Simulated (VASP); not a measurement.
Write the native input for VASP 6.6.1 that does the following.

```yaml
Task: single point
Functional: PBE
Potentials_or_basis: VASP PAW PBE potentials, release 64 (Mg, Be)
Cutoff: 520 eV
k_mesh: 6 × 4 × 4
Occupations: gaussian, width 0.1 eV
Spin: no spin polarisation
Dipole_correction: no
Further_INCAR_settings: ALGO = Normal; EDIFF = 1e-06; NBANDS = 15
```

The structure of Mg2Be lies in POSCAR:

```
Mg2Be
1.0
    3.4464839210      0.0000000000      0.0000000000
    0.0000000000      5.5877549086      0.0000000000
    0.0000000000      0.0000000000      4.8659781712
Mg Be
4 2
Direct
    0.0000000000      0.8090000000      0.3610000000
    0.0000000000      0.1910000000      0.3610000000
    0.5000000000      0.3090000000      0.6390000000
    0.5000000000      0.6910000000      0.6390000000
    0.0000000000      0.0000000000      0.8492000000
    0.5000000000      0.5000000000      0.1508000000
```

One way to write it, as run:

INCAR

```
  PREC = Accurate
  ENCUT = 520
  EDIFF = 1E-6
  ISMEAR = 0
  SIGMA = 0.1
  LREAL = F
  LASPH = T
  NELM = 100
  ALGO = Normal
  ISIF = 2
  LWAVE = F
  LCHARG = F
  GGA = PE
  NBANDS = 15
```

KPOINTS

```
regular mesh
0
Gamma
  6 4 4
```

Potentials or basis: VASP PAW PBE potentials, release 64 (Mg, Be).

Command:

```sh
$ cat potpaw_PBE.64/Mg/POTCAR potpaw_PBE.64/Be/POTCAR > POTCAR
$ mpirun -np 1 vasp_std > vasp.out
```

It gave:

```json
{
 "Pressure": "25.3 GPa",
 "Largest force": "4.932 eV/Å",
 "Band gap on the k mesh": "zero (bands 6 and 7 overlap by 3.49 eV)"
}
```

Caveat: the stress differs along the axes, from 11 to 38 GPa; forces of over 1 eV/Å act on the atoms, so gaps and moduli don't describe the material at rest.

It took 41 s on 1 thread of Intel Xeon 8259CL (shared host), peak memory 0.21 GiB.
